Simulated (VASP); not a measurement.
Input of a VASP 6.6.1 run:

File INCAR:

```
SYSTEM = Ti
ALGO = Fast
EDIFF = 1E-6
ENCUT = 520
ISIF = 2
ISMEAR = 0
LASPH = .True.
LCHARG = .True.
LELF = .True.
LREAL = .False.
LVHAR = .True.
LWAVE = .False.
NBANDS = 19
NELM = 60
PREC = Accurate
SIGMA = 0.1
```

File KPOINTS:

```
k-points
0
Gamma
  18 18 10
  0 0 0
```

Contents of POSCAR:

```
Ti
1.0
    2.9385821062      0.0000000000      0.0000000000
   -1.4692910531      2.5448867551      0.0000000000
    0.0000000000      0.0000000000      4.6504271809
Ti
2
Direct
    0.3333333333      0.6666666667      0.2500000000
    0.6666666667      0.3333333333      0.7500000000
```

Potentials or basis: VASP PAW LDA potentials, release 64 (Ti_sv).

Launch:

```console
$ cat potpaw_LDA.64/Ti_sv/POTCAR > POTCAR
$ mpirun -np 1 vasp_std > vasp.out
```

(1) Estimate the band gap on the k mesh.

(2) Estimate the pressure.

Results:

(1) zero (band 12 reaches 8.82 eV, above the bottom of band 13 at 7.77 eV).

(2) -8.8 GPa.
